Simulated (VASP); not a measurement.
# Rh (Fm-3m) in VASP: further runs, part 3 of 3

VASP 6.6.1. Earlier steps stand in the parts before.

### 5 Single point, LDA (volume scaled by 1.02)

File INCAR:

```
PREC     = Accurate       # precision mode
ENCUT    = 520            # plane-wave cutoff, eV
EDIFF    = 1E-6           # SCF threshold, eV
ISMEAR   = -1             # smearing method
SIGMA    = 0.05           # smearing width, eV
LREAL    = F              # projectors in reciprocal space
LASPH    = T              # aspherical terms in the spheres
NELM     = 60             # most SCF steps
ALGO     = Normal         # electronic algorithm
ISIF     = 2              # what is computed and relaxed
LWAVE    = F              # write WAVECAR
LCHARG   = T              # write CHGCAR
LELF     = T              # ELF
LVHAR    = T            
NBANDS   = 14             # bands
```

File KPOINTS:

```
regular mesh
0
Gamma
  12 12 12
```

File POSCAR:

```
Rh
1.0
    0.0000000000      1.9104189093      1.9104189093
    1.9104189093      0.0000000000      1.9104189093
    1.9104189093      1.9104189093      0.0000000000
Rh
1
Direct
    0.0000000000      0.0000000000      0.0000000000
```

Potentials or basis: VASP PAW LDA potentials, release 64 (Rh_pv).

The run is started by

```console
$ cat potpaw_LDA.64/Rh_pv/POTCAR > POTCAR
$ mpirun -np 1 vasp_std > vasp.out
```

OUTCAR:

```text
PREC = Accurate
   ENCUT = 520
   EDIFF = 1E-6
   ISMEAR = -1
   LREAL = F
   LASPH = T
   NELM = 60
   ISIF = 2

 ion  position               nearest neighbor table
   1  0.000  0.000  0.000-

  LATTYP: Found a face centered cubic cell.
 ALAT       =     3.8208378186

  Lattice vectors:

 A1 = (   0.0000000000,   1.9104189093,   1.9104189093)
 A2 = (   1.9104189093,   0.0000000000,   1.9104189093)
 A3 = (   1.9104189093,   1.9104189093,   0.0000000000)

Analysis of symmetry for initial positions (statically):
[... 33 lines left out ...]
                                     Primitive cell

  volume of cell :      13.9449

  direct lattice vectors                    reciprocal lattice vectors
     0.000000000  1.910418909  1.910418909    -0.261722703  0.261722703  0.261722703
     1.910418909  0.000000000  1.910418909     0.261722703 -0.261722703  0.261722703
     1.910418909  1.910418909  0.000000000     0.261722703  0.261722703 -0.261722703

  length of vectors
     2.701740331  2.701740331  2.701740331     0.453317018  0.453317018  0.453317018

  position of ions in fractional coordinates (direct lattice)
     0.000000000  0.000000000  0.000000000

  ion indices of the primitive-cell ions
   primitive index   ion index
                 1           1

----------------------------------------------------------------------------------------

 KPOINTS: regular mesh

Automatic generation of k-mesh.
 Grid dimensions read from file:
 generate k-points for:   12   12   12

 Generating k-lattice:

  Cartesian coordinates                     Fractional coordinates (reciprocal lattice)
    -0.021810225  0.021810225  0.021810225     0.083333333  0.000000000  0.000000000
     0.021810225 -0.021810225  0.021810225     0.000000000  0.083333333  0.000000000
     0.021810225  0.021810225 -0.021810225     0.000000000  0.000000000  0.083333333

  Length of vectors
     0.037776418  0.037776418  0.037776418

  Shift w.r.t. Gamma in fractional coordinates (k-lattice)
     0.000000000  0.000000000  0.000000000

 Subroutine IBZKPT returns following result:
 ===========================================

 Found     72 irreducible k-points:

 Following reciprocal coordinates:
            Coordinates               Weight
  0.000000  0.000000  0.000000      1.000000
  0.083333  0.000000  0.000000      8.000000
  0.166667  0.000000  0.000000      8.000000
  0.250000  0.000000  0.000000      8.000000
  0.333333  0.000000  0.000000      8.000000
  0.416667  0.000000  0.000000      8.000000
[... 16 lines left out ...]
  0.500000  0.166667  0.000000     24.000000
 -0.416667  0.166667  0.000000     24.000000
 [... further k-points ...]
   k-points           NKPTS =     72   k-points in BZ     NKDIM =     72   number of bands    NBANDS=     14
   number of dos      NEDOS =    301   number of ions     NIONS =      1
   total plane-waves  NPLWV =   8000
   dimension x,y,z NGX =    20 NGY =   20 NGZ =   20
   dimension x,y,z NGXF=    40 NGYF=   40 NGZF=   40
   ions per type =               1
   NGX,Y,Z   is equivalent  to a cutoff of  12.31, 12.31, 12.31 a.u.
   NGXF,Y,Z  is equivalent  to a cutoff of  24.61, 24.61, 24.61 a.u.
 SYSTEM =  unknown system
   PREC   = accura    normal or accurate (medium, high low for compatibility)
   ISTART =      0    job   : 0-new  1-cont  2-samecut
   ICHARG =      2    charge: 1-file 2-atom 10-const
   ISPIN  =      1    spin polarized calculation?
   LNONCOLLINEAR =      F non collinear calculations
   LSORBIT =      F    spin-orbit coupling
   LASPH  =      T    aspherical Exc in radial PAW
   ENCUT  =  520.0 eV  38.22 Ry    6.18 a.u.   5.02  5.02  5.02*2*pi/ulx,y,z
   NELM   =     60;   NELMIN=  2; NELMDL= -5     # of ELM steps
   EDIFF  = 0.1E-05   stopping-criterion for ELM
   LREAL  =      F    real-space projection
   EDIFFG = 0.1E-04   stopping-criterion for IOM
   NSW    =      0    number of steps for IOM
   IBRION =     -1    ionic relax: 0-MD 1-quasi-New 2-CG
   NFREE  =      0    steps in history (QN), initial steepest desc. (CG)
   ISIF   =      2    stress and relaxation
   ISYM   =      2    0-nonsym 1-usesym 2-fastsym
   POTIM  = 0.5000    time-step for ionic-motion
   TEBEG  =    0.0;   TEEND  =   0.0 temperature during run
   PSTRESS=    0.0 pullay stress
   NELECT =      15.0000    total number of electrons
   NUPDOWN=      -1.0000    fix difference up-down
   EMIN   =  10.00;   EMAX   =-10.00  energy-range for DOS
   EFERMI =   0.00;   METHOD = LEGACY
   ISMEAR =    -1;   SIGMA  =   0.05  broadening in eV -4-tet -1-fermi 0-gaus
   EFERMI_NEDOS =   21; number of points for ismear=-14 and -15
   IALGO  =     38    algorithm
   IMIX   =      4    mixing-type and parameters
     AMIX     =   0.40;   BMIX     =  1.00
     AMIX_MAG =   1.60;   BMIX_MAG =  1.00
  volume/ion in A,a.u.               =      13.94        94.10
  Fermi-wavevector in a.u.,A,eV,Ry     =   1.677387  3.169802 38.281728  2.813628
  Thomas-Fermi vector in A             =   2.761662
   LORBIT       =      0    0 simple, 1 ext, 2 COOP (PROOUT), +10 PAW based schemes
   GGA     = CA    functional components
   LHFCALC =     F    Hartree Fock is set to
   AEXX    =    0.0000 exact exchange contribution
   IVDW    =     0    specifies the selected vdW correction
   LEPSILON=     F    determine dielectric tensor
   LRPA    =     F    only Hartree local field effects (RPA)
 non-spin polarized calculation
  energy-cutoff  :      520.00
  volume of cell :       13.94
 maximum number of plane-waves:       388
   NGX =  9   NGY =  9   NGZ =  9

 number of electron      15.0000005 magnetization

 Free energy of the ion-electron system (eV)
  ---------------------------------------------------
  ext. energy  EPLUGINS =         0.00000000
  ---------------------------------------------------
  free energy    TOTEN  =        -8.66058427 eV

  energy without entropy =       -8.65206325  energy(sigma->0) =       -8.65632376

 E-fermi :  11.4538     XC(G=0): -14.2642

 val. band max:       11.3706512242   @ k =   0.3333   0.0833   0.0000
 cond. band min:      11.4920553934   @ k =   0.3333   0.1667   0.0000
 fundamental gap:      0.1214041692
 Fermi energy:        11.4537748070

 k-point     1 :       0.0000    0.0000    0.0000
  band No.  band energies     occupation
      1     -34.7142      2.00000
      2     -34.7142      2.00000
      3     -34.7142      2.00000
      4       3.5230      2.00000
      5       8.3929      2.00000
      6       8.3929      2.00000
      7       8.3929      2.00000
      8      10.4692      2.00000
      9      10.4692      2.00000
     10      27.4116      0.00000
     11      31.7932      0.00000
     12      32.7335      0.00000
     13      32.7335      0.00000
     14      32.7335      0.00000

 k-point     2 :       0.0833    0.0000    0.0000
  band No.  band energies     occupation
      1     -34.7633      2.00000
      2     -34.7209      2.00000
      3     -34.7209      2.00000
      4       3.7967      2.00000
      5       8.2771      2.00000
      6       8.4972      2.00000
      7       8.4972      2.00000
      8      10.4136      2.00000
      9      10.4136      2.00000
     10      27.7976      0.00000
     11      31.3721      0.00000
     12      31.7954      0.00000
     13      33.1315      0.00000
     14      33.1315      0.00000

 k-point     3 :       0.1667    0.0000    0.0000
  band No.  band energies     occupation
      1     -34.8963      2.00000
      2     -34.7390      2.00000
      3     -34.7390      2.00000
      4       4.5264      2.00000
      5       8.0707      2.00000
      6       8.7096      2.00000
      7       8.7096      2.00000
      8      10.3660      2.00000
      9      10.3660      2.00000
     10      28.5606      0.00000
     11      29.0732      0.00000
     12      31.7934      0.00000
     13      34.2317      0.00000
     14      34.2317      0.00000
[... 324 lines left out ...]
 k-point    23 :       0.5000    0.1667    0.0000
  band No.  band energies     occupation
      1     -35.3521      2.00000
      2     -34.9182      2.00000
      3     -34.8536      2.00000
      4       6.0484      2.00000
      5       7.7495      2.00000
      6       9.0823      2.00000
      7       9.1629      2.00000
      8      12.0528      0.00001
      9      14.9292      0.00000
     10      20.4014      0.00000
     11      27.7344      0.00000
     12      30.6216      0.00000
     13      31.0009      0.00000
     14      31.7978      0.00000

 k-point    24 :      -0.4167    0.1667    0.0000
  band No.  band energies     occupation
      1     -35.3583      2.00000
      2     -34.9416      2.00000
      3     -34.8390      2.00000
      4       6.1130      2.00000
      5       7.7616      2.00000
      6       8.9947      2.00000
      7       9.4049      2.00000
      8      11.6888      0.01802
      9      15.4983      0.00000
     10      19.9846      0.00000
     11      27.3783      0.00000
     12      30.1362      0.00000
     13      31.7307      0.00000
     14      31.7952      0.00000

 [... further k-points ...]
[... 5 lines left out ...]
  --------------------------------------------------------------------------------------
  -------------------------------------------------------------------------------------
  Total       -1.2317864     -1.2317864     -1.2317864      0.0000000      0.0000000      0.0000000
  in kB     -141.5240224   -141.5240224   -141.5240224      0.0000000      0.0000000      0.0000000
  external PRESSURE =    -141.5240224 kB  Pullay stress =       0.0000000 kB

 VOLUME and BASIS-vectors are now :
 -----------------------------------------------------------------------------
  energy-cutoff  :      520.00
  volume of cell :       13.94
      direct lattice vectors                 reciprocal lattice vectors
     0.000000000  1.910418909  1.910418909    -0.261722703  0.261722703  0.261722703
     1.910418909  0.000000000  1.910418909     0.261722703 -0.261722703  0.261722703
     1.910418909  1.910418909  0.000000000     0.261722703  0.261722703 -0.261722703

 POSITION                                       TOTAL-FORCE (eV/Angst)
 -----------------------------------------------------------------------------------
      0.00000      0.00000      0.00000         0.000000     -0.000000     -0.000000
 -----------------------------------------------------------------------------------
    total drift:                                0.000000     -0.000000      0.000000

  FREE ENERGIE OF THE ION-ELECTRON SYSTEM (eV)
  ---------------------------------------------------
  free  energy   TOTEN  =        -8.6605842714 eV

  energy  without entropy=       -8.6520632492  energy(sigma->0) =       -8.65632376
```

Wall time 19 s (1 thread of Intel Xeon 8259CL, shared host); peak memory 0.13 GiB.

What came out:

```
Free energy : -8.6606 eV
Pressure    : -14.2 GPa
```

### 6 Summary

| cell | gap on the mesh (eV) | pressure (GPa) |
| --- | --- | --- |
| a = 2.629 Å, angles 60.0°, 1 atom | none | 10.6 |
| a = 2.648 Å, angles 60.0°, 1 atom | none | 3.2 |
| a = 2.666 Å, angles 60.0°, 1 atom | none | -3.3 |
| a = 2.702 Å, angles 60.0°, 1 atom | none | -14.2 |

Alike in all rows: task single point; level LDA; potentials or basis VASP PAW LDA potentials, release 64 (Rh_pv); no spin polarisation; k mesh 12 × 12 × 12; cutoff (eV) 520; smearing fermi-dirac 0.05 eV.

Absolute energies hang on the potentials; compare differences alone.
